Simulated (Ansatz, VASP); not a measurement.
ZnSe: VASP beside Ansatz

File INCAR:

```
SYSTEM = ZnSe
PREC = Accurate ; ENCUT = 520
EDIFF = 1E-6 ; ISMEAR = 0
SIGMA = 0.05 ; LREAL = .False.
LASPH = .True. ; NELM = 100
ALGO = Normal ; ISIF = 2
LWAVE = .False. ; LCHARG = .False.
GGA = PS ; NBANDS = 26
```

Contents of KPOINTS:

```
Automatic mesh
0
Gamma
  8 8 6
  0 0 0
```

File POSCAR:

```
ZnSe
1.0
    3.8287309347      0.0000000000      0.0000000000
    0.0000000000      3.8287309347      0.0000000000
    0.0000000000      0.0000000000      5.2575926485
Zn Se
2 2
Direct
    0.0000000000      0.0000000000      0.0000000000
    0.5000000000      0.5000000000      0.0000000000
    0.0000000000      0.5000000000      0.3043429689
    0.5000000000      0.0000000000      0.6956570311
```

Input for Ansatz:

```yaml
crystal:
  lattice:
    - [3.8287309347, 0.0, 0.0]
    - [0.0, 3.8287309347, 0.0]
    - [0.0, 0.0, 5.2575926485]
  atoms:
    - { symbol: Zn, position: [0.0, 0.0, 0.0] }
    - { symbol: Zn, position: [0.5, 0.5, 0.0] }
    - { symbol: Se, position: [0.0, 0.5, 0.3043429689] }
    - { symbol: Se, position: [0.5, 0.0, 0.6956570311] }
basis:
  ecutwfc: 520.0
kpoints:
  mp_grid: { grid: [8, 8, 6] }
hamiltonian:
  xc: pbesol
  pseudopotentials: { kind: paw, azcp: { folder: soft_1 } }
scf:
  occupations: { method: gaussian, width: 0.05 }
output:
  forces: true
  stress: true
  eigenvalues: true
```

Alike in both runs: task single point; functional PBEsol; k mesh 8 × 8 × 6; occupations gaussian, width 0.05 eV; no spin polarisation.

```csv
,VASP,Ansatz
version,VASP 6.6.1,Ansatz 0.2.0
potentials or method,"VASP PAW PBE potentials, release 64 (Zn, Se), cutoff 520 eV","scalar-relativistic, plane waves, PAW"
valence electrons in the cell,36,56
```

Ansatz gave:

- gap on the k mesh at the Fermi level (eV): 1.22
- least direct gap on the mesh (eV): 1.22
- pressure (GPa): 4.0
- traceless stress, the component that is largest in VASP (GPa): -3.93
- rms of the force components (eV/Å): 0.256

Q: What did VASP give for the same quantities?

A: gap on the k mesh at the Fermi level (eV): 1.23; least direct gap on the mesh (eV): 1.23; pressure (GPa): 4.4; traceless stress, the component that is largest in VASP (GPa): -3.87; rms of the force components (eV/Å): 0.233.

VASP's potentials were made for PBE, not for PBEsol, and Ansatz warns of the same on its side. Atom by atom the forces differ by 0.023 eV/Å (rms over components). VASP's potentials hold 36 valence electrons a cell and Ansatz's 56, so a difference there can come from the potentials and not from the codes.
